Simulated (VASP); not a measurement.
Set up this calculation in VASP 6.6.1, as the native input.

| Quantity | Value |
| --- | --- |
| Task | single point |
| Functional | LDA |
| Potentials or basis | VASP PAW LDA potentials, release 64 (Mn_pv) |
| Cutoff | 520 eV |
| k mesh | 17 × 17 × 9 |
| Occupations | fermi-dirac, width 0.1 eV |
| Spin | no spin polarisation |
| Dipole correction | no |
| Further INCAR settings | ALGO = Normal; EDIFF = 1e-06; NBANDS = 20 |

The structure of Mn lies in POSCAR:

```
Mn
1.0
    2.4325784454      0.0000000000      0.0000000000
   -1.2162892227      2.1066747304      0.0000000000
    0.0000000000      0.0000000000      3.9226422439
Mn
2
Direct
    0.3333333333      0.6666666667      0.2500000000
    0.6666666667      0.3333333333      0.7500000000
```

The input as run:

INCAR

```
SYSTEM = Mn
PREC = Accurate
ENCUT = 520
EDIFF = 1E-6
ISMEAR = -1
SIGMA = 0.1
LREAL = .False.
LASPH = .True.
NELM = 60
ALGO = Normal
ISIF = 2
LWAVE = .False.
LCHARG = .False.
GGA = CA
NBANDS = 20
```

KPOINTS

```
regular mesh
0
Gamma
  17 17 9
  0 0 0
```

Potentials or basis: VASP PAW LDA potentials, release 64 (Mn_pv).

Run with:

```console
$ cat potpaw_LDA.64/Mn_pv/POTCAR > POTCAR
$ mpirun -np 1 vasp_std > vasp.out
```

It gave:

The pressure is 0.5 GPa. The band gap on the k mesh is zero (band 13 reaches 12.21 eV, above the bottom of band 14 at 10.05 eV).

Caveat: the run has no spin polarisation, though such a crystal can be magnetic.

Wall time 27 s on 1 thread of AMD EPYC 9R45 96-Core Processor (Zen 5) (shared host), peak memory 0.13 GiB.
